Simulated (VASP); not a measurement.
# Mn (Pm-3m) in VASP: further runs

Runs on Mn. Level: LDA. Tasks: single point.

Everything below comes from runs of VASP 6.6.1. Logs are shortened: lines on timing, memory, paths and dates and some standing lists are left out, and cuts for length are marked.

## Step 1: The cell of the first run

Symmetry: Pm-3m, No. 221, cubic system. The conventional cell has a = 2.025 Å, b = 2.025 Å, c = 2.025 Å, α = 90.00°, β = 90.00°, γ = 90.00°. Mn (site symmetry m-3m) has 6 Mn at 2.03 Å within 2.7 Å.

## Step 2: Single point, LDA, collinear spin, ferromagnetic start (volume scaled by 0.75)

The input, INCAR:

```
SYSTEM = Mn
PREC = Accurate
ENCUT = 520
EDIFF = 1E-6
ISMEAR = -1
SIGMA = 0.1
LREAL = .False.
LASPH = .True.
NELM = 150
ALGO = Normal
ISIF = 2
LWAVE = .False.
LCHARG = .False.
ISPIN = 2
MAGMOM = 3
LORBIT = 11
LMAXMIX = 4
NBANDS = 16
```

The input, KPOINTS:

```
Automatic mesh
0
Gamma
  19 19 19
  0 0 0
```

The input, POSCAR:

```
Mn
1.0
    2.0253679746      0.0000000000      0.0000000000
    0.0000000000      2.0253679746      0.0000000000
    0.0000000000      0.0000000000      2.0253679746
Mn
1
Direct
    0.0000000000      0.0000000000      0.0000000000
```

Potentials or basis: VASP PAW LDA potentials, release 64 (Mn_pv).

Run with:

```
> cat potpaw_LDA.64/Mn_pv/POTCAR > POTCAR
> mpirun -np 1 vasp_std > vasp.out
```

OUTCAR:

```text
SYSTEM = Mn
   PREC = Accurate
   ENCUT = 520
   EDIFF = 1E-6
   ISMEAR = -1
   LREAL = .False.
   LASPH = .True.
   NELM = 150
   ISIF = 2
   ISPIN = 2
   LORBIT = 11

 ion  position               nearest neighbor table
   1  0.000  0.000  0.000-

  LATTYP: Found a simple cubic cell.
 ALAT       =     2.0253679746

  Lattice vectors:

 A1 = (   2.0253679746,   0.0000000000,   0.0000000000)
 A2 = (   0.0000000000,   2.0253679746,   0.0000000000)
 A3 = (   0.0000000000,   0.0000000000,   2.0253679746)

Analysis of symmetry for initial positions (statically):
=====================================================================
 Subroutine PRICEL returns:
 Original cell was already a primitive cell.

 Routine SETGRP: Setting up the symmetry group for a
 simple cubic supercell.

 Subroutine GETGRP returns: Found 48 space group operations
 (whereof 48 operations were pure point group operations)
 out of a pool of 48 trial point group operations.

The static configuration has the point symmetry O_h .

Analysis of symmetry for dynamics (positions and initial velocities):
=====================================================================
 Subroutine PRICEL returns:
 Original cell was already a primitive cell.

 Routine SETGRP: Setting up the symmetry group for a
 simple cubic supercell.

 Subroutine GETGRP returns: Found 48 space group operations
 (whereof 48 operations were pure point group operations)
 out of a pool of 48 trial point group operations.

The dynamic configuration has the point symmetry O_h .

Analysis of structural, dynamic, and magnetic symmetry:
=====================================================================
 Subroutine PRICEL returns:
 Original cell was already a primitive cell.

 Routine SETGRP: Setting up the symmetry group for a
 simple cubic supercell.

 Subroutine GETGRP returns: Found 48 space group operations
 (whereof 48 operations were pure point group operations)
 out of a pool of 48 trial point group operations.

The overall configuration has the point symmetry O_h .

 Subroutine INISYM returns: Found 48 space group operations
 (whereof 48 operations are pure point group operations),
 and found     1 'primitive' translations

----------------------------------------------------------------------------------------
[... 104 lines left out ...]
   EMIN   =  10.00;   EMAX   =-10.00  energy-range for DOS
   EFERMI =   0.00;   METHOD = LEGACY
   ISMEAR =    -1;   SIGMA  =   0.10  broadening in eV -4-tet -1-fermi 0-gaus
   EFERMI_NEDOS =   21; number of points for ismear=-14 and -15
   IALGO  =     38    algorithm
   IMIX   =      4    mixing-type and parameters
     AMIX     =   0.40;   BMIX     =  1.00
     AMIX_MAG =   1.60;   BMIX_MAG =  1.00
  volume/ion in A,a.u.               =       8.31        56.07
  Fermi-wavevector in a.u.,A,eV,Ry     =   1.900576  3.591569 49.146840  3.612191
  Thomas-Fermi vector in A             =   2.939656
   LORBIT       =     11    0 simple, 1 ext, 2 COOP (PROOUT), +10 PAW based schemes
   GGA     = CA    functional components
   LHFCALC =     F    Hartree Fock is set to
   AEXX    =    0.0000 exact exchange contribution
   IVDW    =     0    specifies the selected vdW correction
   LEPSILON=     F    determine dielectric tensor
   LRPA    =     F    only Hartree local field effects (RPA)
 spin polarized calculation
  energy-cutoff  :      520.00
  volume of cell :        8.31
 maximum number of plane-waves:       251
 NGX is ok and might be reduce to    16
   NGX =  7   NGY =  7   NGZ =  7

 number of electron      13.0000026 magnetization       0.0002543

 number of electron      13.0000026 magnetization      -0.0000322

 Free energy of the ion-electron system (eV)
  ---------------------------------------------------
  ext. energy  EPLUGINS =         0.00000000
  ---------------------------------------------------
  free energy    TOTEN  =        -8.30891351 eV

  energy without entropy =       -8.27524964  energy(sigma->0) =       -8.29208158

 E-fermi :  14.9701     XC(G=0): -15.8646

 val. band max:       14.9656558132   @ k =   0.4737   0.2632   0.0000
 cond. band min:      14.9910512505   @ k =   0.4211   0.3684   0.0526
 fundamental gap:      0.0253954373
 Fermi energy:        14.9701193971

 spin component 1

 k-point     1 :       0.0000    0.0000    0.0000
  band No.  band energies     occupation
      1     -32.0851      1.00000
      2     -32.0851      1.00000
      3     -32.0851      1.00000
      4       5.4812      1.00000
      5       9.1122      1.00000
      6       9.1122      1.00000
[... 435 lines left out ...]
      5      10.2817      1.00000
      6      12.3175      1.00000
[... 8 lines left out ...]
     15      51.9505      0.00000
     16      57.0913      0.00000

 [... further k-points ...]

 spin component 2

 k-point     1 :       0.0000    0.0000    0.0000
  band No.  band energies     occupation
      1     -32.0851      1.00000
      2     -32.0851      1.00000
      3     -32.0851      1.00000
      4       5.4812      1.00000
      5       9.1123      1.00000
      6       9.1123      1.00000
[... 435 lines left out ...]
      5      10.2818      1.00000
      6      12.3176      1.00000
[... 8 lines left out ...]
     15      51.9505      0.00000
     16      57.0913      0.00000

 [... further k-points ...]

------------------------ aborting loop because EDIFF is reached ----------------------------------------

  FORCE on cell =-STRESS in cart. coord.  units (eV):
  Direction    XX          YY          ZZ          XY          YZ          ZX
  --------------------------------------------------------------------------------------
  -------------------------------------------------------------------------------------
  Total        7.2908971      7.2908971      7.2908971     -0.0000000     -0.0000000      0.0000000
  in kB     1405.9819129   1405.9819129   1405.9819129     -0.0000000     -0.0000000      0.0000000
  external PRESSURE =    1405.9819129 kB  Pullay stress =       0.0000000 kB

 VOLUME and BASIS-vectors are now :
 -----------------------------------------------------------------------------
  energy-cutoff  :      520.00
  volume of cell :        8.31
      direct lattice vectors                 reciprocal lattice vectors
     2.025367975  0.000000000  0.000000000     0.493737441  0.000000000  0.000000000
     0.000000000  2.025367975  0.000000000     0.000000000  0.493737441  0.000000000
     0.000000000  0.000000000  2.025367975     0.000000000  0.000000000  0.493737441

 POSITION                                       TOTAL-FORCE (eV/Angst)
 -----------------------------------------------------------------------------------
      0.00000      0.00000      0.00000         0.000000      0.000000      0.000000
 -----------------------------------------------------------------------------------
    total drift:                                0.000000      0.000000      0.000000

  FREE ENERGIE OF THE ION-ELECTRON SYSTEM (eV)
  ---------------------------------------------------
  free  energy   TOTEN  =        -8.3089135147 eV

  energy  without entropy=       -8.2752496359  energy(sigma->0) =       -8.29208158

 total charge

# of ion       s       p       d       tot
------------------------------------------
    1        0.549   6.528   5.801  12.879

 magnetization (x)

# of ion       s       p       d       tot
------------------------------------------
    1       -0.000   0.000  -0.000  -0.000
```

OSZICAR:

```text
N       E                     dE             d eps       ncg     rms          rms(c)
DAV:   1     0.777390133396E+02    0.77739E+02   -0.67241E+03 14704   0.117E+03
DAV:   2    -0.635918655508E+01   -0.84098E+02   -0.79187E+02 15192   0.272E+02
DAV:   3    -0.788898491690E+01   -0.15298E+01   -0.15270E+01 16232   0.389E+01
DAV:   4    -0.789219858573E+01   -0.32137E-02   -0.32136E-02 15488   0.177E+00
DAV:   5    -0.789220940421E+01   -0.10818E-04   -0.10818E-04 16208   0.900E-02    0.233E+01
DAV:   6    -0.829481825015E+01   -0.40261E+00   -0.72935E-01 15080   0.156E+01    0.612E+00
DAV:   7    -0.830011982219E+01   -0.53016E-02   -0.41542E-02 15600   0.199E+00    0.296E+00
DAV:   8    -0.831088034511E+01   -0.10761E-01   -0.45167E-03 15512   0.869E-01    0.150E+00
DAV:   9    -0.830845077561E+01    0.24296E-02   -0.17836E-03 15624   0.568E-01    0.262E-01
DAV:  10    -0.830887247989E+01   -0.42170E-03   -0.11337E-04 14920   0.130E-01    0.719E-02
DAV:  11    -0.830891245177E+01   -0.39972E-04   -0.26381E-05 15408   0.519E-02    0.147E-02
DAV:  12    -0.830891379878E+01   -0.13470E-05   -0.66789E-07 12384   0.795E-03    0.866E-03
DAV:  13    -0.830891351474E+01    0.28403E-06   -0.17982E-07 10656   0.469E-03
   1 F= -.83089135E+01 E0= -.82920816E+01  d E =-.336639E-01  mag=    -0.0000
```

stdout:

```text
POSCAR found type information on POSCAR Mn
 POSCAR found :  1 types and       1 ions
 scaLAPACK will be used
 LDA part: xc-table for (Slater(with rela. corr.)+CA(PZ))
 , standard interpolation
 POSCAR, INCAR and KPOINTS ok, starting setup
 FFT: planning ... GRIDC
 FFT: planning ... GRID_SOFT
 FFT: planning ... GRID
 WAVECAR not read
 entering main loop
```

Wall time 22 s (1 thread of AMD EPYC 9R45 (Zen 5), shared host); peak memory 0.12 GiB.

What came out:

* Free energy: -8.3089 eV
* Pressure: 140.6 GPa
* Net moment: 0.00 μB per cell
* Valence electrons inside the program's atomic spheres: Mn 12.88

Levels at points of the mesh, in eV from the Fermi level:
Spin up:
```csv
k point,band 3,band 4,band 5,band 6,band 7,band 8,band 9,band 10
"(0.00, 0.00, 0.00)",-47.06,-9.49,-5.86,-5.86,2.74,2.74,2.74,25.40
```
Spin down:
```csv
k point,band 4,band 5,band 6,band 7,band 8,band 9
"(0.00, 0.00, 0.00)",-9.49,-5.86,-5.86,2.74,2.74,2.74
```

Caveat: the starting moments collapsed, and a magnetic state may lie lower.

## Step 3: Single point, LDA, collinear spin, ferromagnetic start (volume scaled by 0.75)

The input, INCAR:

```
SYSTEM = Mn
PREC = Accurate ; ENCUT = 520
EDIFF = 1E-6 ; ISMEAR = -1
SIGMA = 0.1 ; LREAL = .False.
LASPH = .True. ; NELM = 150
ALGO = Normal ; ISIF = 2
LWAVE = .False. ; LCHARG = .False.
ISPIN = 2 ; MAGMOM = 3
LORBIT = 11 ; LMAXMIX = 4
GGA = CA ; NBANDS = 16
```

The input, KPOINTS:

```
regular mesh
0
Gamma
  19 19 19
  0 0 0
```

POSCAR is that of step 2.

Potentials or basis: VASP PAW LDA potentials, release 64 (Mn_pv).

Run with:

```
> cat potpaw_LDA.64/Mn_pv/POTCAR > POTCAR
> mpirun -np 1 vasp_std > vasp.out
```

It took 22 s on 1 thread of AMD EPYC 9R45 (Zen 5), shared host; peak memory 0.12 GiB.

Results (log left out):

| Property | Result |
| --- | --- |
| Free energy | -8.3089 eV |
| Pressure | 140.6 GPa |
| Net moment | 0.00 μB per cell |
| Valence electrons inside the program's atomic spheres | Mn 12.88 |

Levels at points of the mesh, in eV from the Fermi level:
Spin up:
| k point | band 3 | band 4 | band 5 | band 6 | band 7 | band 8 | band 9 | band 10 |
| --- | --- | --- | --- | --- | --- | --- | --- | --- |
| (0.00, 0.00, 0.00) | -47.06 | -9.49 | -5.86 | -5.86 | 2.74 | 2.74 | 2.74 | 25.40 |
Spin down:
```tsv
k point	band 4	band 5	band 6	band 7	band 8	band 9
(0.00, 0.00, 0.00)	-9.49	-5.86	-5.86	2.74	2.74	2.74
```

Caveat: the starting moments collapsed, and a magnetic state may lie lower.
